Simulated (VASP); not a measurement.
# SrO (I4/mmm) in VASP: further runs

The runs below take SrO through electric field gradients, with LDA.

All numbers are computed with VASP 6.6.1; they aren't measurements. Logs are shortened: lines on timing, memory, paths and dates and some standing lists are left out, and cuts for length are marked.

**1. The cell of the first run**

Symmetry: I4/mmm, No. 139, tetragonal system. The conventional cell has a = 3.634 Å, b = 3.634 Å, c = 5.191 Å, α = 90.00°, β = 90.00°, γ = 90.00°. Within 3.4 Å of Sr (site symmetry 4/mmm) lie 6 O at 2.57 to 2.60 Å. O (site symmetry 4/mmm) has 6 Sr at 2.57 to 2.60 Å within 3.4 Å.

**2. Electric field gradients, LDA (zz strain of +1 %)**

Contents of INCAR:

```
SYSTEM = SrO
ALGO     = Normal         ! electronic algorithm
EDIFF    = 1E-8           ! SCF threshold, eV
ENCUT    = 520            ! plane-wave cutoff, eV
GGA      = CA             ! functional
ISIF     = 2              ! what is computed and relaxed
ISMEAR   = -1             ! smearing method
LASPH    = .True.         ! aspherical terms in the spheres
LCHARG   = .False.        ! write CHGCAR
LEFG     = .True.       
LREAL    = .False.        ! projectors in reciprocal space
LWAVE    = .False.        ! write WAVECAR
NBANDS   = 15             ! bands
NELM     = 80             ! most SCF steps
PREC     = Accurate       ! precision mode
SIGMA    = 0.02           ! smearing width, eV
```

Contents of KPOINTS:

```
k-points
0
Gamma
  8 8 8
  0 0 0
```

Contents of POSCAR:

```
SrO
1.0
    0.0000000000      2.5698000000      2.5954980000
    2.5698000000      0.0000000000      2.5954980000
    2.5698000000      2.5698000000      0.0000000000
Sr O
1 1
Direct
    0.0000000000      0.0000000000      0.0000000000
    0.5000000000      0.5000000000      0.5000000000
```

Potentials or basis: VASP PAW LDA potentials, release 64 (Sr_sv, O).

Command:

```console
> cat potpaw_LDA.64/Sr_sv/POTCAR potpaw_LDA.64/O/POTCAR > POTCAR
> mpirun -np 1 vasp_std > vasp.out
```

OUTCAR:

```text
SYSTEM = SrO
   EDIFF = 1E-8
   ENCUT = 520
   GGA = CA
   ISIF = 2
   ISMEAR = -1
   LASPH = .True.
   LREAL = .False.
   NELM = 80
   PREC = Accurate

 ion  position               nearest neighbor table
   1  0.000  0.000  0.000-   2 2.57   2 2.57   2 2.57   2 2.57   2 2.60   2 2.60
   2  0.500  0.500  0.500-   1 2.57   1 2.57   1 2.57   1 2.57   1 2.60   1 2.60

  LATTYP: Found a body centered tetragonal cell.
 ALAT       =     3.6342460126
 C/A-ratio  =     1.4283556980

  Lattice vectors:

 A1 = (  -2.5698000000,   0.0000000000,   2.5954980000)
 A2 = (   2.5698000000,   0.0000000000,   2.5954980000)
 A3 = (   0.0000000000,   2.5698000000,  -2.5954980000)

Analysis of symmetry for initial positions (statically):
=====================================================================
 Subroutine PRICEL returns:
 Original cell was already a primitive cell.

 Routine SETGRP: Setting up the symmetry group for a
 body centered tetragonal supercell.

 Subroutine GETGRP returns: Found 16 space group operations
 (whereof 16 operations were pure point group operations)
 out of a pool of 16 trial point group operations.

The static configuration has the point symmetry D_4h.

Analysis of symmetry for dynamics (positions and initial velocities):
=====================================================================
 Subroutine PRICEL returns:
 Original cell was already a primitive cell.

 Routine SETGRP: Setting up the symmetry group for a
 body centered tetragonal supercell.

 Subroutine GETGRP returns: Found 16 space group operations
 (whereof 16 operations were pure point group operations)
 out of a pool of 16 trial point group operations.

The dynamic configuration has the point symmetry D_4h.

 Subroutine INISYM returns: Found 16 space group operations
 (whereof 16 operations are pure point group operations),
 and found     1 'primitive' translations

----------------------------------------------------------------------------------------

                                     Primitive cell

  volume of cell :      34.2807

  direct lattice vectors                    reciprocal lattice vectors
     0.000000000  2.569800000  2.595498000    -0.194567671  0.194567671  0.192641258
     2.569800000  0.000000000  2.595498000     0.194567671 -0.194567671  0.192641258
     2.569800000  2.569800000  0.000000000     0.194567671  0.194567671 -0.192641258

  length of vectors
     3.652462444  3.652462444  3.634246013     0.335892559  0.335892559  0.335892559

  position of ions in fractional coordinates (direct lattice)
     0.000000000  0.000000000  0.000000000
     0.500000000  0.500000000  0.500000000

  ion indices of the primitive-cell ions
   primitive index   ion index
                 1           1
                 2           2

----------------------------------------------------------------------------------------

 KPOINTS: k-points

Automatic generation of k-mesh.
 Grid dimensions read from file:
 generate k-points for:    8    8    8

 Generating k-lattice:

  Cartesian coordinates                     Fractional coordinates (reciprocal lattice)
    -0.024320959  0.024320959  0.024080157     0.125000000  0.000000000  0.000000000
     0.024320959 -0.024320959  0.024080157     0.000000000  0.125000000  0.000000000
     0.024320959  0.024320959 -0.024080157     0.000000000  0.000000000  0.125000000

  Length of vectors
     0.041986570  0.041986570  0.041986570

  Shift w.r.t. Gamma in fractional coordinates (k-lattice)
     0.000000000  0.000000000  0.000000000

 Subroutine IBZKPT returns following result:
 ===========================================

 Found     59 irreducible k-points:

 Following reciprocal coordinates:
            Coordinates               Weight
  0.000000  0.000000  0.000000      1.000000
  0.125000 -0.000000  0.000000      8.000000
  0.250000 -0.000000  0.000000      8.000000
  0.375000 -0.000000  0.000000      8.000000
  0.500000 -0.000000  0.000000      4.000000
  0.125000  0.125000  0.000000      2.000000
[... 16 lines left out ...]
  0.250000 -0.000000  0.125000     16.000000
  0.375000  0.000000  0.125000     16.000000
 [... further k-points ...]
   k-points           NKPTS =     59   k-points in BZ     NKDIM =     59   number of bands    NBANDS=     15
   number of dos      NEDOS =    301   number of ions     NIONS =      2
   total plane-waves  NPLWV =  21952
   dimension x,y,z NGX =    28 NGY =   28 NGZ =   28
   dimension x,y,z NGXF=    56 NGYF=   56 NGZF=   56
   ions per type =               1   1
   NGX,Y,Z   is equivalent  to a cutoff of  12.74, 12.74, 12.81 a.u.
   NGXF,Y,Z  is equivalent  to a cutoff of  25.49, 25.49, 25.62 a.u.
 SYSTEM =  SrO
   PREC   = accura    normal or accurate (medium, high low for compatibility)
   ISTART =      0    job   : 0-new  1-cont  2-samecut
   ICHARG =      2    charge: 1-file 2-atom 10-const
   ISPIN  =      1    spin polarized calculation?
   LNONCOLLINEAR =      F non collinear calculations
   LSORBIT =      F    spin-orbit coupling
   LASPH  =      T    aspherical Exc in radial PAW
   ENCUT  =  520.0 eV  38.22 Ry    6.18 a.u.   6.79  6.79  6.76*2*pi/ulx,y,z
   NELM   =     80;   NELMIN=  2; NELMDL= -5     # of ELM steps
   EDIFF  = 0.1E-07   stopping-criterion for ELM
   LREAL  =      F    real-space projection
   EDIFFG = 0.1E-06   stopping-criterion for IOM
   NSW    =      0    number of steps for IOM
   IBRION =     -1    ionic relax: 0-MD 1-quasi-New 2-CG
   NFREE  =      0    steps in history (QN), initial steepest desc. (CG)
   ISIF   =      2    stress and relaxation
   ISYM   =      2    0-nonsym 1-usesym 2-fastsym
   POTIM  = 0.5000    time-step for ionic-motion
   TEBEG  =    0.0;   TEEND  =   0.0 temperature during run
   PSTRESS=    0.0 pullay stress
   NELECT =      16.0000    total number of electrons
   NUPDOWN=      -1.0000    fix difference up-down
   EMIN   =  10.00;   EMAX   =-10.00  energy-range for DOS
   EFERMI =   0.00;   METHOD = LEGACY
   ISMEAR =    -1;   SIGMA  =   0.02  broadening in eV -4-tet -1-fermi 0-gaus
   EFERMI_NEDOS =   21; number of points for ismear=-14 and -15
   IALGO  =     38    algorithm
   IMIX   =      4    mixing-type and parameters
     AMIX     =   0.40;   BMIX     =  1.00
     AMIX_MAG =   1.60;   BMIX_MAG =  1.00
  volume/ion in A,a.u.               =      17.14       115.67
  Fermi-wavevector in a.u.,A,eV,Ry     =   1.269887  2.399738 21.940928  1.612613
  Thomas-Fermi vector in A             =   2.402904
   LORBIT       =      0    0 simple, 1 ext, 2 COOP (PROOUT), +10 PAW based schemes
   GGA     = CA    functional components
   LHFCALC =     F    Hartree Fock is set to
   AEXX    =    0.0000 exact exchange contribution
   IVDW    =     0    specifies the selected vdW correction
   LEPSILON=     F    determine dielectric tensor
   LRPA    =     F    only Hartree local field effects (RPA)
 non-spin polarized calculation
  energy-cutoff  :      520.00
  volume of cell :       34.28
 maximum number of plane-waves:       941
   NGX = 13   NGY = 13   NGZ = 13

 number of electron      15.9999998 magnetization

 Free energy of the ion-electron system (eV)
  ---------------------------------------------------
  ext. energy  EPLUGINS =         0.00000000
  ---------------------------------------------------
  free energy    TOTEN  =       -13.36589247 eV

  energy without entropy =      -13.36589247  energy(sigma->0) =      -13.36589247

 E-fermi :   1.8224     XC(G=0): -10.4871

 val. band max:        1.3135745660   @ k =   0.0000   0.0000   0.0000
 cond. band min:       4.3963263900   @ k =   0.5000   0.0000   0.5000
 fundamental gap:      3.0827518240
 Fermi energy:         1.8223979259

 k-point     1 :       0.0000    0.0000    0.0000
  band No.  band energies     occupation
      1     -30.8112      2.00000
      2     -13.4477      2.00000
      3     -12.5506      2.00000
      4     -12.5448      2.00000
      5     -12.5448      2.00000
      6       1.2782      2.00000
      7       1.3136      2.00000
      8       1.3136      2.00000
      9       5.0400      0.00000
     10       7.3373      0.00000
     11       7.4142      0.00000
     12       7.4142      0.00000
     13       9.5285      0.00000
     14       9.6599      0.00000
     15      13.7058      0.00000
[... 397 lines left out ...]
 k-point    24 :       0.3750    0.0000    0.1250
  band No.  band energies     occupation
      1     -30.6955      2.00000
      2     -14.7164      2.00000
      3     -12.6901      2.00000
      4     -12.6745      2.00000
      5     -11.5595      2.00000
      6      -0.3859      2.00000
      7       0.4328      2.00000
      8       0.6190      2.00000
      9       6.7648      0.00000
     10       8.1264      0.00000
     11       9.6675      0.00000
     12       9.8386      0.00000
     13      11.6436      0.00000
     14      12.2255      0.00000
     15      16.8191      0.00000

 [... further k-points ...]
[... 5 lines left out ...]
  --------------------------------------------------------------------------------------
  -------------------------------------------------------------------------------------
  Total       -0.8397119     -0.8397119     -1.0930314      0.0000000      0.0000000      0.0000000
  in kB      -39.2456495    -39.2456495    -51.0850559      0.0000000      0.0000000      0.0000000
  external PRESSURE =     -43.1921183 kB  Pullay stress =       0.0000000 kB

 VOLUME and BASIS-vectors are now :
 -----------------------------------------------------------------------------
  energy-cutoff  :      520.00
  volume of cell :       34.28
      direct lattice vectors                 reciprocal lattice vectors
     0.000000000  2.569800000  2.595498000    -0.194567671  0.194567671  0.192641258
     2.569800000  0.000000000  2.595498000     0.194567671 -0.194567671  0.192641258
     2.569800000  2.569800000  0.000000000     0.194567671  0.194567671 -0.192641258

 POSITION                                       TOTAL-FORCE (eV/Angst)
 -----------------------------------------------------------------------------------
      0.00000      0.00000      0.00000         0.000000     -0.000000      0.000000
      2.56980      2.56980      2.59550        -0.000000      0.000000      0.000000
 -----------------------------------------------------------------------------------
    total drift:                                0.000000      0.000000      0.000000

  FREE ENERGIE OF THE ION-ELECTRON SYSTEM (eV)
  ---------------------------------------------------
  free  energy   TOTEN  =       -13.3658924744 eV

  energy  without entropy=      -13.3658924744  energy(sigma->0) =      -13.36589247

 Electric field gradients (V/A^2)
---------------------------------------------------------------------
 ion       V_xx      V_yy      V_zz      V_xy      V_xz      V_yz
---------------------------------------------------------------------
   1      -5.097    -5.097    10.194     0.000     0.000     0.000
   2      -1.732    -1.732     3.464    -0.001    -0.000    -0.000
---------------------------------------------------------------------

 Electric field gradients after diagonalization (V/A^2)
 (convention: |V_zz| > |V_xx| > |V_yy|)
----------------------------------------------------------------------
 ion       V_xx      V_yy      V_zz     asymmetry (V_yy - V_xx)/ V_zz
----------------------------------------------------------------------
   1      -5.097    -5.097    10.194       0.000
   2      -1.732    -1.731     3.464       0.000
----------------------------------------------------------------------

           NMR quadrupolar parameters

 Cq : quadrupolar parameter    Cq=e*Q*V_zz/h
 eta: asymmetry parameters     (V_yy - V_xx)/ V_zz
 Q  : nuclear electric quadrupole moment in mb (millibarn)
----------------------------------------------------------------------
 ion       Cq(MHz)       eta       Q (mb)
----------------------------------------------------------------------
   1       0.025       0.000       1.000
   2       0.008       0.000       1.000
----------------------------------------------------------------------
```

Wall time 66 s (1 thread of Intel Xeon 8259CL, shared host); peak memory 0.16 GiB.

What came out:

```
Free energy                             : -13.3659 eV
Pressure                                : -4.3 GPa
Band gap on the k mesh                  : 3.08 eV (least direct gap 3.17 eV)
Largest electric field gradient by atom : Sr +10.2; O +3.5 V/Å²
```

Electric field gradients, principal values (V/Å²):
```tsv
atom	least	middle	greatest (by size)
1 Sr	-5.097	-5.097	10.194
2 O	-1.731	-1.732	3.464
```

Caveat: the cell differs from its parent crystal (zz strain of +1 %); the cell stands under tension; without QUAD_EFG the Cq values of the log hold for a quadrupole moment of 1 mb, not for the nuclei. A k mesh can miss the band edges.

**3. Electric field gradients, LDA (zz strain of +2 %)**

Contents of INCAR:

```
SYSTEM = SrO
  PREC = Accurate
  ENCUT = 520
  EDIFF = 1E-8
  ISMEAR = -1
  SIGMA = 0.02
  LREAL = .False.
  LASPH = .True.
  NELM = 100
  ALGO = Normal
  ISIF = 2
  LWAVE = .False.
  LCHARG = .False.
  GGA = CA
  LEFG = .True.
  NBANDS = 15
```

Contents of KPOINTS:

```
regular mesh
0
Gamma
  8 8 8
  0 0 0
```

Contents of POSCAR:

```
SrO
1.0
    0.0000000000      2.5698000000      2.6211960000
    2.5698000000      0.0000000000      2.6211960000
    2.5698000000      2.5698000000      0.0000000000
Sr O
1 1
Direct
    0.0000000000      0.0000000000      0.0000000000
    0.5000000000      0.5000000000      0.5000000000
```

Potentials or basis: VASP PAW LDA potentials, release 64 (Sr_sv, O).

Command:

```console
> cat potpaw_LDA.64/Sr_sv/POTCAR potpaw_LDA.64/O/POTCAR > POTCAR
> mpirun -np 1 vasp_std > vasp.out
```

OUTCAR:

```text
SYSTEM = SrO
   PREC = Accurate
   ENCUT = 520
   EDIFF = 1E-8
   ISMEAR = -1
   LREAL = .False.
   LASPH = .True.
   NELM = 100
   ISIF = 2
   GGA = CA

 ion  position               nearest neighbor table
   1  0.000  0.000  0.000-   2 2.57   2 2.57   2 2.57   2 2.57   2 2.62   2 2.62
   2  0.500  0.500  0.500-   1 2.57   1 2.57   1 2.57   1 2.57   1 2.62   1 2.62

  LATTYP: Found a body centered tetragonal cell.
 ALAT       =     3.6342460126
 C/A-ratio  =     1.4424978336

  Lattice vectors:

[... 645 lines left out ...]
  ---------------------------------------------------
  free  energy   TOTEN  =       -13.3537456511 eV

  energy  without entropy=      -13.3537456511  energy(sigma->0) =      -13.35374565

 Electric field gradients (V/A^2)
---------------------------------------------------------------------
 ion       V_xx      V_yy      V_zz      V_xy      V_xz      V_yz
---------------------------------------------------------------------
   1      -9.904    -9.904    19.809     0.000     0.000     0.000
   2      -3.376    -3.376     6.753    -0.000    -0.000    -0.000
---------------------------------------------------------------------

 Electric field gradients after diagonalization (V/A^2)
 (convention: |V_zz| > |V_xx| > |V_yy|)
----------------------------------------------------------------------
 ion       V_xx      V_yy      V_zz     asymmetry (V_yy - V_xx)/ V_zz
----------------------------------------------------------------------
   1      -9.905    -9.904    19.809       0.000
   2      -3.377    -3.376     6.753       0.000
----------------------------------------------------------------------

           NMR quadrupolar parameters

 Cq : quadrupolar parameter    Cq=e*Q*V_zz/h
 eta: asymmetry parameters     (V_yy - V_xx)/ V_zz
 Q  : nuclear electric quadrupole moment in mb (millibarn)
----------------------------------------------------------------------
 ion       Cq(MHz)       eta       Q (mb)
----------------------------------------------------------------------
   1       0.048       0.000       1.000
   2       0.016       0.000       1.000
----------------------------------------------------------------------
```

OSZICAR:

```text
N       E                     dE             d eps       ncg     rms          rms(c)
DAV:   1     0.683367088944E+02    0.68337E+02   -0.84923E+03  1770   0.105E+03
DAV:   2    -0.122194349013E+02   -0.80556E+02   -0.73943E+02  2451   0.224E+02
DAV:   3    -0.154723364024E+02   -0.32529E+01   -0.32358E+01  2339   0.405E+01
DAV:   4    -0.155345132235E+02   -0.62177E-01   -0.62170E-01  2247   0.539E+00
DAV:   5    -0.155359533825E+02   -0.14402E-02   -0.14402E-02  2250   0.625E-01    0.166E+01
DAV:   6    -0.135963074790E+02    0.19396E+01   -0.64752E+00  1812   0.192E+01    0.202E+01
DAV:   7    -0.134032362963E+02    0.19307E+00   -0.36518E-01  2057   0.521E+00    0.111E+01
DAV:   8    -0.133528129222E+02    0.50423E-01   -0.13371E-01  2386   0.336E+00    0.121E+00
DAV:   9    -0.133538748922E+02   -0.10620E-02   -0.69830E-03  2547   0.494E-01    0.316E-01
DAV:  10    -0.133537367074E+02    0.13818E-03   -0.16202E-04  2071   0.138E-01    0.179E-01
DAV:  11    -0.133537432807E+02   -0.65733E-05   -0.85625E-05  2085   0.939E-02    0.218E-02
DAV:  12    -0.133537456255E+02   -0.23448E-05   -0.71765E-06  2223   0.193E-02    0.469E-03
DAV:  13    -0.133537456571E+02   -0.31559E-07   -0.42139E-07  2127   0.581E-03    0.188E-03
DAV:  14    -0.133537456511E+02    0.59918E-08   -0.76117E-08  2276   0.240E-03
   1 F= -.13353746E+02 E0= -.13353746E+02  d E =-.705200E-12
```

stdout:

```text
POSCAR found type information on POSCAR SrO
 POSCAR found :  2 types and       2 ions
 scaLAPACK will be used
 LDA part: xc-table for (Slater(with rela. corr.)+CA(PZ))
 , standard interpolation
 POSCAR, INCAR and KPOINTS ok, starting setup
 FFT: planning ... GRIDC
 FFT: planning ... GRID_SOFT
 FFT: planning ... GRID
 WAVECAR not read
 entering main loop
ion   1

ion   2
```

It took 62 s on 1 thread of Intel Xeon 8259CL, shared host; peak memory 0.16 GiB.

What came out:

```yaml
Free_energy: -13.3537 eV
Pressure: -5.1 GPa
Band_gap_on_the_k_mesh: 3.07 eV (least direct gap 3.16 eV)
Largest_electric_field_gradient_by_atom: Sr +19.8; O +6.8 V/Å²
```

Stress tensor (GPa, compression positive):
```
-4.34  0.00  0.00
 0.00 -4.34  0.00
 0.00  0.00 -6.52
```

Levels at points of the mesh, in eV from the valence-band top:
| k point | band 5 | band 6 | band 7 | band 8 | band 9 | band 10 | band 11 | band 12 |
| --- | --- | --- | --- | --- | --- | --- | --- | --- |
| (0.00, 0.00, 0.00) | -13.91 | -0.07 | 0.00 | 0.00 | 3.64 | 5.94 | 6.10 | 6.10 |
| (0.50, 0.00, 0.00) | -12.62 | -2.23 | -1.15 | -1.15 | 6.34 | 8.10 | 8.66 | 8.70 |
| (0.50, 0.50, 0.00) | -14.25 | -0.56 | -0.09 | -0.09 | 3.14 | 7.59 | 9.94 | 10.05 |
| (0.50, 0.00, 0.50) | -14.27 | -0.44 | -0.17 | -0.09 | 3.07 | 7.59 | 10.02 | 10.04 |

Electric field gradients, principal values (V/Å²):
```tsv
atom	least	middle	greatest (by size)
1 Sr	-9.904	-9.905	19.809
2 O	-3.376	-3.377	6.753
```

Caveat: the cell differs from its parent crystal (zz strain of +2 %); the cell stands under tension; without QUAD_EFG the Cq values of the log hold for a quadrupole moment of 1 mb, not for the nuclei.
